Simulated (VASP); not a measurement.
The system is CoSi2.

```
CELL_PARAMETERS angstrom
0.00000 2.69133 2.69133
2.69133 0.00000 2.69133
2.69133 2.69133 0.00000
ATOMIC_POSITIONS crystal
Co 0.00000 0.00000 0.00000
Si 0.25000 0.25000 0.25000
Si 0.75000 0.75000 0.75000
```

Base run:

| Quantity | Value |
| --- | --- |
| Program | VASP 6.6.1 |
| Functional | PBEsol |
| Potentials or basis | VASP PAW PBE potentials, release 64 (Co, Si) |
| Cutoff | 520 eV |
| k mesh | 14 × 14 × 14 |
| Occupations | gaussian, width 0.15 eV |
| Spin | collinear spin, ferromagnetic start |
| Starting moments | [1.925, 0.0, 0.0] μB |
| Fixed moment | 1.925 μB |

Its results: pressure 6.3 GPa; site moments Co +1.21; Si +0.15 μB.

**Question.** The run is repeated on the same cell with these changes: fixed moment from 1.925 μB to 1.375 μB; moments at the start from [1.92, 0.0, 0.0] to [1.38, 0.0, 0.0]. What comes out?

**Answer.** Pressure 1.1 GPa; site moments Co +0.88; Si +0.11 μB.

Caveats: the PAW data sets were made with another functional, which shifts forces and pressure a little; the total moment is fixed, so each spin has its own Fermi level.
